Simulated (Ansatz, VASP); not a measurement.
# Sn: VASP beside Ansatz

```
CELL_PARAMETERS angstrom
-1.93254 1.93254 1.89465
1.93254 -1.93254 1.89465
1.85676 1.85676 -1.89465
ATOMIC_POSITIONS crystal
Sn 0.00000 0.00000 0.00000
```

Change from the starting cell: strain -0.0400 x Voigt [0, 0, 0, 0, 0, 1], atoms carried along.

Alike in both runs: task single point; functional r2SCAN; k mesh 18 × 18 × 18; occupations gaussian, width 0.15 eV; no spin polarisation.

|  | VASP | Ansatz |
| --- | --- | --- |
| version | VASP 6.6.1 | Ansatz 0.2.0 |
| potentials or method | VASP PAW PBE potentials, release 64 (Sn_d), cutoff 520 eV | scalar-relativistic, plane waves, PAW |
| valence electrons in the cell | 14 | 14 |

|  | VASP | Ansatz | Ansatz less VASP |
| --- | --- | --- | --- |
| gap on the k mesh at the Fermi level (eV) | none | none | - |
| pressure (GPa) | -0.4 | -0.4 | +0.01 |
| traceless stress, the component that is largest in VASP (GPa) | 0.50 | 0.50 | -0.003 |

VASP's potentials were made for PBE, not for r2SCAN. A gap of «none» marks a metal or a gap that the smearing closes.
